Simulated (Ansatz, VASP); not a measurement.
# KF in VASP and in Ansatz

```
K F
1.0
     0.08767    3.02307    3.02307
     3.02307    0.08767    3.02307
     3.02307    3.02307    0.08767
K F
1 1
Direct
  0.00278 0.00278 0.00278
  0.24722 0.24722 0.24722
```

Change from the starting cell: shear_111 strain +4.5%.

Alike in both runs: task single point; functional PBE; k mesh 8 × 8 × 8; occupations fermi-dirac, width 0.02 eV; no spin polarisation.

```csv
,VASP,Ansatz
version,VASP 6.6.1,Ansatz 0.2.0
potentials or method,"VASP PAW PBE potentials, release 64 (K_sv, F)","plane waves, PAW"
plane-wave cutoff (eV),520,420
valence electrons in the cell,16,16
```

|  | VASP | Ansatz | Ansatz less VASP |
| --- | --- | --- | --- |
| gap on the k mesh at the Fermi level (eV) | 5.03 | 5.04 | +0.010 |
| pressure (GPa) | -0.1 | -0.1 | -0.01 |
| traceless stress, the component that is largest in VASP (GPa) | -0.24 | -0.24 | -0.001 |
